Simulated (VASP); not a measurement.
# WC (P3m1) in VASP: single point with PBE

Aim: the single point of WC with PBE.

Everything below comes from runs of VASP 6.6.1. Logs are shortened: lines on timing, memory, paths and dates and some standing lists are left out, and cuts for length are marked.

### 1 The cell of the first run

The structure is trigonal, space group P3m1 (No. 156). The conventional cell has a = 2.922 Å, b = 2.922 Å, c = 8.391 Å, α = 90.00°, β = 90.00°, γ = 120.00°. Within 2.9 Å of W (site symmetry 3m) lie 6 C at 2.21 Å and 2 W at 2.70 to 2.85 Å. Within 2.9 Å of W (site symmetry 3m) lie 6 C at 2.21 Å and 2 W at 2.85 Å. W (site symmetry 3m) has 6 C at 2.11 to 2.21 Å and 1 W at 2.70 Å within 2.8 Å. C (site symmetry 3m) has 6 W at 2.11 to 2.21 Å and 1 C at 2.70 Å within 2.8 Å. C (site symmetry 3m) has 6 W at 2.21 Å and 2 C at 2.85 Å within 2.9 Å. C (site symmetry 3m) has 6 W at 2.21 Å and 2 C at 2.70 to 2.85 Å within 2.9 Å.

### 2 Single point, PBE

The input, INCAR:

```
SYSTEM = WC
ALGO     = Normal         ! electronic algorithm
EDIFF    = 1E-6           ! SCF threshold, eV
ENCUT    = 520            ! plane-wave cutoff, eV
GGA      = PE             ! functional
ISIF     = 2              ! what is computed and relaxed
ISMEAR   = 0              ! smearing method
LASPH    = .True.         ! aspherical terms in the spheres
LCHARG   = .False.        ! write CHGCAR
LREAL    = .False.        ! projectors in reciprocal space
LWAVE    = .False.        ! write WAVECAR
NBANDS   = 36             ! bands
NELM     = 80             ! most SCF steps
PREC     = Accurate       ! precision mode
SIGMA    = 0.15           ! smearing width, eV
```

The input, KPOINTS:

```
k-points
0
Gamma
  23 23 7
  0 0 0
```

The input, POSCAR:

```
WC
1.0
   -1.4608858258     -2.5303284743      0.0000000000
    1.4608858258     -2.5303284743      0.0000000000
    0.0000000000      0.0000000000      8.3912276451
W C
3 3
Direct
    0.0000000000      0.0000000000      0.2544519882
    0.0000000000      0.0000000000      0.5937439252
    0.0000000000      0.0000000000      0.9330358622
    0.3333333333      0.3333333333      0.0848060197
    0.3333333333      0.3333333333      0.4240979567
    0.3333333333      0.3333333333      0.7633898937
```

Potentials or basis: VASP PAW PBE potentials, release 64 (W_sv, C).

On the command line:

```console
> cat potpaw_PBE.64/W_sv/POTCAR potpaw_PBE.64/C/POTCAR > POTCAR
> mpirun -np 1 vasp_std > vasp.out
```

OUTCAR:

```text
SYSTEM = WC
   EDIFF = 1E-6
   ENCUT = 520
   GGA = PE
   ISIF = 2
   ISMEAR = 0
   LASPH = .True.
   LREAL = .False.
   NELM = 80
   PREC = Accurate

 ion  position               nearest neighbor table
   1  0.000  0.000  0.254-   5 2.21   4 2.21   5 2.21   5 2.21   4 2.21   4 2.21   3 2.70   2 2.85

   2  0.000  0.000  0.594-   5 2.21   6 2.21   5 2.21   6 2.21   5 2.21   6 2.21   1 2.85   3 2.85

   3  0.000  0.000  0.933-   4 2.11   4 2.11   4 2.11   6 2.21   6 2.21   6 2.21   1 2.70   2 2.85

   4  0.333  0.333  0.085-   3 2.11   3 2.11   3 2.11   1 2.21   1 2.21   1 2.21
   5  0.333  0.333  0.424-   1 2.21   2 2.21   1 2.21   2 2.21   1 2.21   2 2.21
   6  0.333  0.333  0.763-   2 2.21   3 2.21   2 2.21   3 2.21   2 2.21   3 2.21

  LATTYP: Found a hexagonal cell.
 ALAT       =     2.9217716516
 C/A-ratio  =     2.8719655900

  Lattice vectors:

 A1 = (  -1.4608858258,   2.5303284743,   0.0000000000)
 A2 = (  -1.4608858258,  -2.5303284743,   0.0000000000)
 A3 = (   0.0000000000,   0.0000000000,   8.3912276451)

Analysis of symmetry for initial positions (statically):
=====================================================================
 Subroutine PRICEL returns:
 Original cell was already a primitive cell.

 Routine SETGRP: Setting up the symmetry group for a
 hexagonal supercell.

 Subroutine GETGRP returns: Found  6 space group operations
 (whereof  6 operations were pure point group operations)
 out of a pool of 24 trial point group operations.

The static configuration has the point symmetry C_3v.

Analysis of symmetry for dynamics (positions and initial velocities):
=====================================================================
 Subroutine PRICEL returns:
 Original cell was already a primitive cell.

 Routine SETGRP: Setting up the symmetry group for a
 hexagonal supercell.

 Subroutine GETGRP returns: Found  6 space group operations
 (whereof  6 operations were pure point group operations)
 out of a pool of 24 trial point group operations.

The dynamic configuration has the point symmetry C_3v.

 Subroutine INISYM returns: Found  6 space group operations
 (whereof  6 operations are pure point group operations),
 and found     1 'primitive' translations

----------------------------------------------------------------------------------------

                                     Primitive cell

  volume of cell :      62.0367

  direct lattice vectors                    reciprocal lattice vectors
    -1.460885826 -2.530328474  0.000000000    -0.342258095 -0.197602803  0.000000000
     1.460885826 -2.530328474  0.000000000     0.342258095 -0.197602803  0.000000000
     0.000000000  0.000000000  8.391227645     0.000000000  0.000000000  0.119172074

  length of vectors
     2.921771652  2.921771652  8.391227645     0.395205607  0.395205607  0.119172074

  position of ions in fractional coordinates (direct lattice)
     0.000000000  0.000000000  0.254451988
     0.000000000  0.000000000  0.593743925
     0.000000000  0.000000000  0.933035862
     0.333333333  0.333333333  0.084806020
     0.333333333  0.333333333  0.424097957
     0.333333333  0.333333333  0.763389894

  ion indices of the primitive-cell ions
   primitive index   ion index
                 1           1
                 2           2
                 3           3
                 4           4
                 5           5
                 6           6

----------------------------------------------------------------------------------------

 KPOINTS: k-points

Automatic generation of k-mesh.
 Grid dimensions read from file:
 generate k-points for:   23   23    7

 Generating k-lattice:

  Cartesian coordinates                     Fractional coordinates (reciprocal lattice)
    -0.014880787 -0.008591426  0.000000000     0.043478261  0.000000000  0.000000000
     0.014880787 -0.008591426  0.000000000     0.000000000  0.043478261  0.000000000
     0.000000000  0.000000000  0.017024582     0.000000000  0.000000000  0.142857143

  Length of vectors
     0.017182852  0.017182852  0.017024582

  Shift w.r.t. Gamma in fractional coordinates (k-lattice)
     0.000000000  0.000000000  0.000000000

 Subroutine IBZKPT returns following result:
 ===========================================

 Found    356 irreducible k-points:

 Following reciprocal coordinates:
            Coordinates               Weight
  0.000000  0.000000  0.000000      1.000000
  0.043478 -0.000000  0.000000      6.000000
  0.086957 -0.000000  0.000000      6.000000
  0.130435 -0.000000  0.000000      6.000000
  0.173913  0.000000  0.000000      6.000000
  0.217391 -0.000000  0.000000      6.000000
[... 16 lines left out ...]
 -0.478261  0.043478  0.000000      6.000000
  0.173913  0.086957  0.000000      6.000000
 [... further k-points ...]
   k-points           NKPTS =    356   k-points in BZ     NKDIM =    356   number of bands    NBANDS=     36
   number of dos      NEDOS =    301   number of ions     NIONS =      6
   total plane-waves  NPLWV =  36864
   dimension x,y,z NGX =    24 NGY =   24 NGZ =   64
   dimension x,y,z NGXF=    48 NGYF=   48 NGZF=  128
   ions per type =               3   3
   NGX,Y,Z   is equivalent  to a cutoff of  13.66, 13.66, 12.68 a.u.
   NGXF,Y,Z  is equivalent  to a cutoff of  27.31, 27.31, 25.36 a.u.
 SYSTEM =  WC
   PREC   = accura    normal or accurate (medium, high low for compatibility)
   ISTART =      0    job   : 0-new  1-cont  2-samecut
   ICHARG =      2    charge: 1-file 2-atom 10-const
   ISPIN  =      1    spin polarized calculation?
   LNONCOLLINEAR =      F non collinear calculations
   LSORBIT =      F    spin-orbit coupling
   LASPH  =      T    aspherical Exc in radial PAW
   ENCUT  =  520.0 eV  38.22 Ry    6.18 a.u.   5.43  5.43 15.60*2*pi/ulx,y,z
   NELM   =     80;   NELMIN=  2; NELMDL= -5     # of ELM steps
   EDIFF  = 0.1E-05   stopping-criterion for ELM
   LREAL  =      F    real-space projection
   EDIFFG = 0.1E-04   stopping-criterion for IOM
   NSW    =      0    number of steps for IOM
   IBRION =     -1    ionic relax: 0-MD 1-quasi-New 2-CG
   NFREE  =      0    steps in history (QN), initial steepest desc. (CG)
   ISIF   =      2    stress and relaxation
   ISYM   =      2    0-nonsym 1-usesym 2-fastsym
   POTIM  = 0.5000    time-step for ionic-motion
   TEBEG  =    0.0;   TEEND  =   0.0 temperature during run
   PSTRESS=    0.0 pullay stress
   NELECT =      54.0000    total number of electrons
   NUPDOWN=      -1.0000    fix difference up-down
   EMIN   =  10.00;   EMAX   =-10.00  energy-range for DOS
   EFERMI =   0.00;   METHOD = LEGACY
   ISMEAR =     0;   SIGMA  =   0.15  broadening in eV -4-tet -1-fermi 0-gaus
   EFERMI_NEDOS =   21; number of points for ismear=-14 and -15
   IALGO  =     38    algorithm
   IMIX   =      4    mixing-type and parameters
     AMIX     =   0.40;   BMIX     =  1.00
     AMIX_MAG =   1.60;   BMIX_MAG =  1.00
  volume/ion in A,a.u.               =      10.34        69.77
  Fermi-wavevector in a.u.,A,eV,Ry     =   1.563111  2.953852 33.243338  2.443316
  Thomas-Fermi vector in A             =   2.665931
   LORBIT       =      0    0 simple, 1 ext, 2 COOP (PROOUT), +10 PAW based schemes
   GGA     = PE    functional components
   LHFCALC =     F    Hartree Fock is set to
   AEXX    =    0.0000 exact exchange contribution
   IVDW    =     0    specifies the selected vdW correction
   LEPSILON=     F    determine dielectric tensor
   LRPA    =     F    only Hartree local field effects (RPA)
 non-spin polarized calculation
 Gauss-broadening in eV      SIGMA  =   0.15
  energy-cutoff  :      520.00
  volume of cell :       62.04
 maximum number of plane-waves:      1711
 NGX is ok and might be reduce to    24
   NGX = 11   NGY = 11   NGZ = 31

 number of electron      54.0000004 magnetization

 Free energy of the ion-electron system (eV)
  ---------------------------------------------------
  ext. energy  EPLUGINS =         0.00000000
  ---------------------------------------------------
  free energy    TOTEN  =       -67.09170117 eV

  energy without entropy =      -67.08130158  energy(sigma->0) =      -67.08650138

 E-fermi :  11.1497     XC(G=0): -13.8119

 val. band max:       11.1494754564   @ k =   0.4348   0.4783   0.2857
 cond. band min:      11.1510428476   @ k =   0.4783   0.0435   0.2857
 fundamental gap:      0.0015673912
 Fermi energy:        11.1496895915

 k-point     1 :       0.0000    0.0000    0.0000
  band No.  band energies     occupation
      1     -62.8964      2.00000
      2     -62.8578      2.00000
      3     -62.7368      2.00000
      4     -27.5182      2.00000
      5     -27.3622      2.00000
      6     -26.7869      2.00000
[... 28 lines left out ...]
     35      16.3684      0.00000
     36      16.4702      0.00000

 k-point     2 :       0.0435   -0.0000    0.0000
  band No.  band energies     occupation
      1     -62.8954      2.00000
      2     -62.8568      2.00000
      3     -62.7358      2.00000
      4     -27.5154      2.00000
      5     -27.3595      2.00000
      6     -26.8020      2.00000
[... 28 lines left out ...]
     35      16.4239      0.00000
     36      16.4620      0.00000

 k-point     3 :       0.0870   -0.0000    0.0000
  band No.  band energies     occupation
      1     -62.8925      2.00000
      2     -62.8540      2.00000
      3     -62.7328      2.00000
      4     -27.5072      2.00000
      5     -27.3517      2.00000
      6     -26.8458      2.00000
[... 28 lines left out ...]
     35      16.4390      0.00000
     36      16.5101      0.00000
[... 742 lines left out ...]
 k-point    23 :      -0.4783    0.0435    0.0000
  band No.  band energies     occupation
      1     -62.8421      2.00000
      2     -62.8042      2.00000
      3     -62.6816      2.00000
      4     -27.5541      2.00000
      5     -27.4605      2.00000
      6     -27.4165      2.00000
[... 28 lines left out ...]
     35      17.5289      0.00000
     36      17.7159      0.00000

 k-point    24 :       0.1739    0.0870    0.0000
  band No.  band energies     occupation
      1     -62.8852      2.00000
      2     -62.8468      2.00000
      3     -62.7254      2.00000
      4     -27.4868      2.00000
      5     -27.3321      2.00000
      6     -26.9503      2.00000
[... 28 lines left out ...]
     35      16.4019      0.00000
     36      16.4270      0.00000

 [... further k-points ...]
[... 5 lines left out ...]
  --------------------------------------------------------------------------------------
  -------------------------------------------------------------------------------------
  Total        2.0314899      2.0314899      7.9873443      0.0000000     -0.0000000      0.0000000
  in kB       52.4658320     52.4658320    206.2834131      0.0000000     -0.0000000      0.0000000
  external PRESSURE =     103.7383590 kB  Pullay stress =       0.0000000 kB

 VOLUME and BASIS-vectors are now :
 -----------------------------------------------------------------------------
  energy-cutoff  :      520.00
  volume of cell :       62.04
      direct lattice vectors                 reciprocal lattice vectors
    -1.460885826 -2.530328474  0.000000000    -0.342258095 -0.197602803  0.000000000
     1.460885826 -2.530328474  0.000000000     0.342258095 -0.197602803  0.000000000
     0.000000000  0.000000000  8.391227645     0.000000000  0.000000000  0.119172074

 POSITION                                       TOTAL-FORCE (eV/Angst)
 -----------------------------------------------------------------------------------
      0.00000      0.00000      2.13516        -0.000000      0.000000      1.792550
      0.00000      0.00000      4.98224         0.000000      0.000000      0.081171
      0.00000      0.00000      7.82932        -0.000000      0.000000     -3.263346
      0.00000     -1.68689      0.71163         0.000000      0.000000      1.840373
      0.00000     -1.68689      3.55870        -0.000000      0.000000     -0.075623
      0.00000     -1.68689      6.40578         0.000000     -0.000000     -0.375124
 -----------------------------------------------------------------------------------
    total drift:                                0.000000     -0.000000     -0.000033

  FREE ENERGIE OF THE ION-ELECTRON SYSTEM (eV)
  ---------------------------------------------------
  free  energy   TOTEN  =       -67.0917011720 eV

  energy  without entropy=      -67.0813015820  energy(sigma->0) =      -67.08650138
```

Wall time 5.3 min (1 thread of Intel Xeon 6975P-C (Granite Rapids), shared host); peak memory 0.65 GiB.

What came out:

| Item | Value |
| --- | --- |
| Free energy | -67.0917 eV |
| Pressure | 10.4 GPa |
| Largest force | 3.263 eV/Å |
| Band gap on the k mesh | zero (band 27 reaches 11.84 eV, above the bottom of band 28 at 10.88 eV) |

Forces in eV/Å, atoms in the order of the input:
```
W    0.000  0.000  1.793
W    0.000  0.000  0.081
W    0.000  0.000 -3.263
C    0.000  0.000  1.840
C    0.000  0.000 -0.076
C    0.000  0.000 -0.375
```

Stress tensor (GPa, compression positive):
```
 5.25  0.00  0.00
 0.00  5.25  0.00
 0.00  0.00 20.63
```

Levels at points of the mesh, in eV from the Fermi level:
```tsv
k point	band 23	band 24	band 25	band 26	band 27	band 28	band 29	band 30	band 31	band 32
(0.00, 0.00, 0.00)	-2.30	-2.30	-0.26	-0.26	-0.08	-0.08	0.25	1.91	2.75	3.28
```

Caveat: spin-orbit coupling is left out, which moves the levels of the heavy elements; forces of over 1 eV/Å act on the atoms, so gaps and moduli don't describe the material at rest.
